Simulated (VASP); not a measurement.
# SiO2 (P4_12_12) in VASP: notebook

Runs on SiO2. Level: r2SCAN. Tasks: single point.

Program: VASP 6.6.1. These are calculated values, not measurements. Logs are shortened: lines on timing, memory, paths and dates and some standing lists are left out, and cuts for length are marked.

### 1 The cell of the first run

Symmetry: P4_12_12, No. 92, tetragonal system. The conventional cell has a = 4.899 Å, b = 4.899 Å, c = 6.741 Å, α = 90.00°, β = 90.00°, γ = 90.00°. Si (site symmetry 2) has 4 O at 1.61 Å within 2.1 Å. O (site symmetry 1) has 2 Si at 1.61 Å within 2.1 Å.

### 2 Single point, r2SCAN (13.48 Å³/atom)

The input, POSCAR:

```
SiO2
1.0
    4.8988592885      0.0000000000      0.0000000000
    0.0000000000      4.8988592885      0.0000000000
    0.0000000000      0.0000000000      6.7408163336
Si O
4 8
Direct
    0.3115829628      0.3115829628      0.0000000000
    0.1884170372      0.8115829628      0.2500000000
    0.6884170372      0.6884170372      0.5000000000
    0.8115829628      0.1884170372      0.7500000000
    0.2342705325      0.1268389358      0.1901406550
    0.3731610642      0.7342705325      0.4401406550
    0.7657294675      0.8731610642      0.6901406550
    0.6268389358      0.2657294675      0.9401406550
    0.7342705325      0.3731610642      0.5598593450
    0.8731610642      0.7657294675      0.3098593450
    0.2657294675      0.6268389358      0.0598593450
    0.1268389358      0.2342705325      0.8098593450
```

The input, INCAR.step1:

```
SYSTEM = SiO2
PREC     = Accurate       ! precision mode
ENCUT    = 520            ! plane-wave cutoff, eV
ISMEAR   = 0              ! smearing method
SIGMA    = 0.02           ! smearing width, eV
LREAL    = .False.        ! projectors in reciprocal space
LASPH    = .True.         ! aspherical terms in the spheres
NELM     = 100            ! most SCF steps
NBANDS   = 44             ! bands
GGA      = PE             ! functional
ALGO     = Normal         ! electronic algorithm
EDIFF    = 1E-4           ! SCF threshold, eV
LWAVE    = .True.         ! write WAVECAR
LCHARG   = .False.        ! write CHGCAR
```

The input, INCAR.step2:

```
SYSTEM = SiO2
PREC     = Accurate       ! precision mode
ENCUT    = 520            ! plane-wave cutoff, eV
EDIFF    = 1E-6           ! SCF threshold, eV
ISMEAR   = 0              ! smearing method
SIGMA    = 0.02           ! smearing width, eV
LREAL    = .False.        ! projectors in reciprocal space
LASPH    = .True.         ! aspherical terms in the spheres
NELM     = 100            ! most SCF steps
ALGO     = Normal         ! electronic algorithm
ISIF     = 2              ! what is computed and relaxed
LWAVE    = .False.        ! write WAVECAR
LCHARG   = .False.        ! write CHGCAR
METAGGA  = R2SCAN         ! meta-GGA
LMIXTAU  = .True.       
NBANDS   = 44             ! bands
ISTART   = 1
```

The input, KPOINTS:

```
Automatic mesh
0
Gamma
  6 6 4
  0 0 0
```

Potentials or basis: VASP PAW PBE potentials, release 64 (Si, O).

Launch:

```console
$ cat potpaw_PBE.64/Si/POTCAR potpaw_PBE.64/O/POTCAR > POTCAR
$ cp INCAR.step1 INCAR
$ mpirun -np 1 vasp_std > vasp.out
$ cp INCAR.step2 INCAR
$ mpirun -np 1 vasp_std > vasp.out
```

OUTCAR:

```text
SYSTEM = SiO2
   PREC = Accurate
   ENCUT = 520
   EDIFF = 1E-6
   ISMEAR = 0
   LREAL = .False.
   LASPH = .True.
   NELM = 100
   ISIF = 2
   METAGGA = R2SCAN
   ISTART = 1

 ion  position               nearest neighbor table
   1  0.312  0.312  0.000-   8 1.61  11 1.61   5 1.61  12 1.61   2 3.03   4 3.03   2 3.03   4 3.03

   2  0.188  0.812  0.250-   5 1.61  10 1.61   6 1.61  11 1.61   1 3.03   3 3.03   1 3.03   3 3.03

   3  0.688  0.688  0.500-   6 1.61   9 1.61   7 1.61  10 1.61   2 3.03   4 3.03   4 3.03   2 3.03

   4  0.812  0.188  0.750-   7 1.61  12 1.61   9 1.61   8 1.61   1 3.03   3 3.03   3 3.03   1 3.03

   5  0.234  0.127  0.190-   2 1.61   1 1.61
   6  0.373  0.734  0.440-   3 1.61   2 1.61
   7  0.766  0.873  0.690-   4 1.61   3 1.61
   8  0.627  0.266  0.940-   1 1.61   4 1.61
   9  0.734  0.373  0.560-   3 1.61   4 1.61
  10  0.873  0.766  0.310-   2 1.61   3 1.61
  11  0.266  0.627  0.060-   1 1.61   2 1.61
  12  0.127  0.234  0.810-   4 1.61   1 1.61

  LATTYP: Found a simple tetragonal cell.
 ALAT       =     4.8988592885
 C/A-ratio  =     1.3759971325

  Lattice vectors:

 A1 = (   4.8988592885,   0.0000000000,   0.0000000000)
 A2 = (   0.0000000000,   4.8988592885,   0.0000000000)
 A3 = (   0.0000000000,   0.0000000000,   6.7408163336)

Analysis of symmetry for initial positions (statically):
=====================================================================
 Subroutine PRICEL returns:
 Original cell was already a primitive cell.

 Routine SETGRP: Setting up the symmetry group for a
 simple tetragonal supercell.

 Subroutine GETGRP returns: Found  8 space group operations
 (whereof  2 operations were pure point group operations)
 out of a pool of 16 trial point group operations.

The static configuration has the point symmetry C_2 .
 The point group associated with its full space group is D_4 .

Analysis of symmetry for dynamics (positions and initial velocities):
=====================================================================
 Subroutine PRICEL returns:
 Original cell was already a primitive cell.

 Routine SETGRP: Setting up the symmetry group for a
 simple tetragonal supercell.

 Subroutine GETGRP returns: Found  8 space group operations
 (whereof  2 operations were pure point group operations)
 out of a pool of 16 trial point group operations.

The dynamic configuration has the point symmetry C_2 .
 The point group associated with its full space group is D_4 .

 Subroutine INISYM returns: Found  8 space group operations
 (whereof  2 operations are pure point group operations),
 and found     1 'primitive' translations

----------------------------------------------------------------------------------------

                                     Primitive cell

  volume of cell :     161.7717

  direct lattice vectors                    reciprocal lattice vectors
     4.898859288  0.000000000  0.000000000     0.204129154  0.000000000  0.000000000
     0.000000000  4.898859288  0.000000000     0.000000000  0.204129154  0.000000000
     0.000000000  0.000000000  6.740816334     0.000000000  0.000000000  0.148349985

  length of vectors
     4.898859288  4.898859288  6.740816334     0.204129154  0.204129154  0.148349985

  position of ions in fractional coordinates (direct lattice)
     0.311582963  0.311582963  0.000000000
     0.188417037  0.811582963  0.250000000
     0.688417037  0.688417037  0.500000000
     0.811582963  0.188417037  0.750000000
     0.234270532  0.126838936  0.190140655
     0.373161064  0.734270532  0.440140655
     0.765729468  0.873161064  0.690140655
     0.626838936  0.265729468  0.940140655
     0.734270532  0.373161064  0.559859345
     0.873161064  0.765729468  0.309859345
     0.265729468  0.626838936  0.059859345
     0.126838936  0.234270532  0.809859345

  ion indices of the primitive-cell ions
   primitive index   ion index
                 1           1
                 2           2
                 3           3
                 4           4
                 5           5
                 6           6
                 7           7
                 8           8
                 9           9
                10          10
                11          11
                12          12

----------------------------------------------------------------------------------------

 KPOINTS: Automatic mesh

Automatic generation of k-mesh.
 Grid dimensions read from file:
 generate k-points for:    6    6    4

 Generating k-lattice:

  Cartesian coordinates                     Fractional coordinates (reciprocal lattice)
     0.034021526  0.000000000  0.000000000     0.166666667  0.000000000  0.000000000
     0.000000000  0.034021526  0.000000000     0.000000000  0.166666667  0.000000000
     0.000000000  0.000000000  0.037087496     0.000000000  0.000000000  0.250000000

  Length of vectors
     0.034021526  0.034021526  0.037087496

  Shift w.r.t. Gamma in fractional coordinates (k-lattice)
     0.000000000  0.000000000  0.000000000

 Subroutine IBZKPT returns following result:
 ===========================================

 Found     30 irreducible k-points:

 Following reciprocal coordinates:
            Coordinates               Weight
  0.000000  0.000000  0.000000      1.000000
  0.166667  0.000000  0.000000      4.000000
  0.333333  0.000000  0.000000      4.000000
  0.500000  0.000000  0.000000      2.000000
  0.166667  0.166667  0.000000      4.000000
  0.333333  0.166667  0.000000      8.000000
[... 16 lines left out ...]
  0.333333  0.000000  0.500000      4.000000
  0.500000  0.000000  0.500000      2.000000
 [... further k-points ...]
   k-points           NKPTS =     30   k-points in BZ     NKDIM =     30   number of bands    NBANDS=     44
   number of dos      NEDOS =    301   number of ions     NIONS =     12
   total plane-waves  NPLWV =  64800
   dimension x,y,z NGX =    36 NGY =   36 NGZ =   50
   dimension x,y,z NGXF=    72 NGYF=   72 NGZF=  100
   ions per type =               4   8
   NGX,Y,Z   is equivalent  to a cutoff of  12.22, 12.22, 12.33 a.u.
   NGXF,Y,Z  is equivalent  to a cutoff of  24.43, 24.43, 24.66 a.u.
 SYSTEM =  SiO2
   PREC   = accura    normal or accurate (medium, high low for compatibility)
   ISTART =      1    job   : 0-new  1-cont  2-samecut
   ICHARG =      0    charge: 1-file 2-atom 10-const
   ISPIN  =      1    spin polarized calculation?
   LNONCOLLINEAR =      F non collinear calculations
   LSORBIT =      F    spin-orbit coupling
   LASPH  =      T    aspherical Exc in radial PAW
   ENCUT  =  520.0 eV  38.22 Ry    6.18 a.u.   9.11  9.11 12.53*2*pi/ulx,y,z
   NELM   =    100;   NELMIN=  2; NELMDL=  0     # of ELM steps
   EDIFF  = 0.1E-05   stopping-criterion for ELM
   LREAL  =      F    real-space projection
[... 7 lines left out ...]
   TEBEG  =    0.0;   TEEND  =   0.0 temperature during run
   PSTRESS=    0.0 pullay stress
   NELECT =      64.0000    total number of electrons
   NUPDOWN=      -1.0000    fix difference up-down
   EMIN   =  10.00;   EMAX   =-10.00  energy-range for DOS
   EFERMI =   0.00;   METHOD = LEGACY
   ISMEAR =     0;   SIGMA  =   0.02  broadening in eV -4-tet -1-fermi 0-gaus
   EFERMI_NEDOS =   21; number of points for ismear=-14 and -15
   IALGO  =     38    algorithm
   IMIX   =      4    mixing-type and parameters
     AMIX     =   0.40;   BMIX     =  1.00
     AMIX_MAG =   1.60;   BMIX_MAG =  1.00
  volume/ion in A,a.u.               =      13.48        90.97
  Fermi-wavevector in a.u.,A,eV,Ry     =   1.201805  2.271082 19.651375  1.444335
  Thomas-Fermi vector in A             =   2.337604
   LORBIT       =      0    0 simple, 1 ext, 2 COOP (PROOUT), +10 PAW based schemes
   METAGGA = R2SCAN    functional components
   LHFCALC =     F    Hartree Fock is set to
   AEXX    =    0.0000 exact exchange contribution
   IVDW    =     0    specifies the selected vdW correction
   LEPSILON=     F    determine dielectric tensor
   LRPA    =     F    only Hartree local field effects (RPA)
 non-spin polarized calculation
 Gauss-broadening in eV      SIGMA  =   0.02
  energy-cutoff  :      520.00
  volume of cell :      161.77
 maximum number of plane-waves:      4376
   NGX = 19   NGY = 19   NGZ = 25

 number of electron      63.9999951 magnetization

 Free energy of the ion-electron system (eV)
  ---------------------------------------------------
  ext. energy  EPLUGINS =         0.00000000
  ---------------------------------------------------
  free energy    TOTEN  =      -119.11736763 eV

  energy without entropy =     -119.11736763  energy(sigma->0) =     -119.11736763

 E-fermi :   0.2613     XC(G=0):  -9.2528

 val. band max:        0.1065796666   @ k =   0.0000   0.0000   0.0000
 cond. band min:       6.5744929840   @ k =   0.0000   0.0000   0.0000
 fundamental gap:      6.4679133174
 Fermi energy:         0.2613235363

 k-point     1 :       0.0000    0.0000    0.0000
  band No.  band energies     occupation
      1     -20.3906      2.00000
      2     -19.4560      2.00000
      3     -19.4560      2.00000
      4     -18.3156      2.00000
      5     -18.2515      2.00000
      6     -18.2465      2.00000
[... 36 lines left out ...]
     43      12.8434      0.00000
     44      13.0380      0.00000

 k-point     2 :       0.1667    0.0000    0.0000
  band No.  band energies     occupation
      1     -20.3289      2.00000
      2     -19.5134      2.00000
      3     -19.3865      2.00000
      4     -18.3452      2.00000
      5     -18.3205      2.00000
      6     -18.2693      2.00000
[... 1026 lines left out ...]
 k-point    24 :       0.5000    0.0000    0.5000
  band No.  band energies     occupation
      1     -19.9098      2.00000
      2     -19.9098      2.00000
      3     -18.9321      2.00000
      4     -18.9321      2.00000
      5     -18.3120      2.00000
      6     -18.3120      2.00000
[... 36 lines left out ...]
     43      12.5663      0.00000
     44      12.5663      0.00000

 [... further k-points ...]

------------------------ aborting loop because EDIFF is reached ----------------------------------------

  FORCE on cell =-STRESS in cart. coord.  units (eV):
  Direction    XX          YY          ZZ          XY          YZ          ZX
  --------------------------------------------------------------------------------------
  -------------------------------------------------------------------------------------
  Total        1.2347108      1.2347108      1.2229692      0.0000000      0.0000000      0.0000000
  in kB       12.2285065     12.2285065     12.1122177      0.0000000      0.0000000      0.0000000
  external PRESSURE =      12.1897435 kB  Pullay stress =       0.0000000 kB

 VOLUME and BASIS-vectors are now :
 -----------------------------------------------------------------------------
  energy-cutoff  :      520.00
  volume of cell :      161.77
      direct lattice vectors                 reciprocal lattice vectors
     4.898859288  0.000000000  0.000000000     0.204129154  0.000000000  0.000000000
     0.000000000  4.898859288  0.000000000     0.000000000  0.204129154  0.000000000
     0.000000000  0.000000000  6.740816334     0.000000000  0.000000000  0.148349985

 POSITION                                       TOTAL-FORCE (eV/Angst)
 -----------------------------------------------------------------------------------
      1.52640      1.52640      0.00000         0.013119      0.013119      0.000000
      0.92303      3.97583      1.68520        -0.013119      0.013119      0.000000
      3.37246      3.37246      3.37041        -0.013119     -0.013119      0.000000
      3.97583      0.92303      5.05561         0.013119     -0.013119      0.000000
      1.14766      0.62137      1.28170         0.004559      0.010486     -0.002083
      1.82806      3.59709      2.96691        -0.010486      0.004559     -0.002083
      3.75120      4.27749      4.65211        -0.004559     -0.010486     -0.002083
      3.07080      1.30177      6.33732         0.010486     -0.004559     -0.002083
      3.59709      1.82806      3.77391         0.004559     -0.010486      0.002083
      4.27749      3.75120      2.08870        -0.010486     -0.004559      0.002083
      1.30177      3.07080      0.40350        -0.004559      0.010486      0.002083
      0.62137      1.14766      5.45911         0.010486      0.004559      0.002083
 -----------------------------------------------------------------------------------
    total drift:                               -0.000000      0.000000      0.000000

  FREE ENERGIE OF THE ION-ELECTRON SYSTEM (eV)
  ---------------------------------------------------
  free  energy   TOTEN  =      -119.1173676272 eV

  energy  without entropy=     -119.1173676272  energy(sigma->0) =     -119.11736763
```

Run time: 4.6 min. Hardware: 1 thread of Intel Xeon 6975P-C (Granite Rapids), shared host; peak memory 0.33 GiB.

What came out:

* Free energy: -119.1174 eV
* Pressure: 1.2 GPa
* Largest force: 0.019 eV/Å
* Band gap on the k mesh: 6.47 eV

Forces on the atoms (eV/Å):
```
Si   0.013  0.013  0.000
Si  -0.013  0.013  0.000
Si  -0.013 -0.013  0.000
Si   0.013 -0.013  0.000
O    0.005  0.010 -0.002
O   -0.010  0.005 -0.002
O   -0.005 -0.010 -0.002
O    0.010 -0.005 -0.002
O    0.005 -0.010  0.002
O   -0.010 -0.005  0.002
O   -0.005  0.010  0.002
O    0.010  0.005  0.002
```

Levels at points of the mesh, in eV from the valence-band top:
| k point | band 29 | band 30 | band 31 | band 32 | band 33 | band 34 | band 35 | band 36 |
| --- | --- | --- | --- | --- | --- | --- | --- | --- |
| (0.00, 0.00, 0.00) | -0.73 | -0.40 | -0.40 | 0.00 | 6.47 | 9.72 | 9.72 | 10.42 |
| (0.50, 0.00, 0.00) | -0.69 | -0.69 | -0.52 | -0.52 | 8.65 | 8.65 | 10.10 | 10.10 |
| (0.50, 0.50, 0.00) | -0.59 | -0.59 | -0.51 | -0.51 | 9.58 | 9.58 | 9.72 | 9.72 |
| (0.00, 0.00, 0.50) | -0.62 | -0.62 | -0.39 | -0.39 | 7.84 | 7.84 | 10.24 | 10.24 |
| (0.50, 0.00, 0.50) | -0.92 | -0.92 | -0.21 | -0.21 | 9.09 | 9.09 | 9.92 | 9.92 |
| (0.50, 0.50, 0.50) | -0.56 | -0.56 | -0.56 | -0.56 | 10.09 | 10.09 | 10.09 | 10.09 |

Caveat: the PAW data sets were made with another functional, which shifts forces and pressure a little.

### 3 Single point, r2SCAN (13.91 Å³/atom)

This run uses another cell than the first one, of 13.91 Å³/atom.

The input, POSCAR:

```
SiO2
1.0
    4.9404218831      0.0000000000      0.0000000000
    0.0000000000      4.9404218831      0.0000000000
    0.0000000000      0.0000000000      6.8394035879
Si O
4 8
Direct
    0.3066209693      0.3066209693      0.0000000000
    0.1933790307      0.8066209693      0.2500000000
    0.6933790307      0.6933790307      0.5000000000
    0.8066209693      0.1933790307      0.7500000000
    0.2364518384      0.1175511670      0.1855730073
    0.3824488330      0.7364518384      0.4355730073
    0.7635481616      0.8824488330      0.6855730073
    0.6175511670      0.2635481616      0.9355730073
    0.7364518384      0.3824488330      0.5644269927
    0.8824488330      0.7635481616      0.3144269927
    0.2635481616      0.6175511670      0.0644269927
    0.1175511670      0.2364518384      0.8144269927
```

The input, INCAR.step1:

```
PREC = Accurate
ENCUT = 520
ISMEAR = 0
SIGMA = 0.02
LREAL = False
LASPH = True
NELM = 80
NBANDS = 44
GGA = PE
ALGO = Normal
EDIFF = 1E-4
LWAVE = True
LCHARG = False
```

The input, INCAR.step2:

```
PREC = Accurate
ENCUT = 520
EDIFF = 1E-6
ISMEAR = 0
SIGMA = 0.02
LREAL = False
LASPH = True
NELM = 80
ALGO = Normal
ISIF = 2
LWAVE = False
LCHARG = False
METAGGA = R2SCAN
LMIXTAU = True
NBANDS = 44
ISTART = 1
```

The input, KPOINTS:

```
Automatic mesh
0
Gamma
  6 6 4
```

Potentials or basis: VASP PAW PBE potentials, release 64 (Si, O).

Launch:

```console
$ cat potpaw_PBE.64/Si/POTCAR potpaw_PBE.64/O/POTCAR > POTCAR
$ cp INCAR.step1 INCAR
$ mpirun -np 1 vasp_std > vasp.out
$ cp INCAR.step2 INCAR
$ mpirun -np 1 vasp_std > vasp.out
```

It took 5.7 min on 1 thread of Intel Xeon 6975P-C (Granite Rapids), shared host; peak memory 0.38 GiB.

It converged, with:

```yaml
Free_energy: -119.1495 eV
Pressure: 0.7 GPa
Largest_force: 0.029 eV/Å
Band_gap_on_the_k_mesh: 6.40 eV
```

Forces on the atoms (eV/Å):
```
Si   0.020  0.020  0.000
Si  -0.020  0.020  0.000
Si  -0.020 -0.020  0.000
Si   0.020 -0.020  0.000
O    0.001  0.009 -0.009
O   -0.009  0.001 -0.009
O   -0.001 -0.009 -0.009
O    0.009 -0.001 -0.009
O    0.001 -0.009  0.009
O   -0.009 -0.001  0.009
O   -0.001  0.009  0.009
O    0.009  0.001  0.009
```

Stress tensor (GPa, compression positive):
```
0.70 0.00 0.00
0.00 0.70 0.00
0.00 0.00 0.58
```

Levels at points of the mesh, in eV from the valence-band top:
| k point | band 30 | band 31 | band 32 | band 33 | band 34 | band 35 |
| --- | --- | --- | --- | --- | --- | --- |
| (0.00, 0.00, 0.00) | -0.35 | -0.35 | 0.00 | 6.40 | 9.69 | 9.69 |
| (0.50, 0.00, 0.00) | -0.66 | -0.51 | -0.51 | 8.55 | 8.55 | 10.08 |
| (0.50, 0.50, 0.00) | -0.59 | -0.53 | -0.53 | 9.52 | 9.52 | 9.70 |
| (0.00, 0.00, 0.50) | -0.58 | -0.39 | -0.39 | 7.73 | 7.73 | 10.28 |
| (0.50, 0.00, 0.50) | -0.93 | -0.20 | -0.20 | 8.99 | 8.99 | 9.76 |
| (0.50, 0.50, 0.50) | -0.59 | -0.59 | -0.59 | 10.04 | 10.04 | 10.04 |

Caveat: the PAW data sets were made with another functional, which shifts forces and pressure a little. A k mesh can miss the band edges.
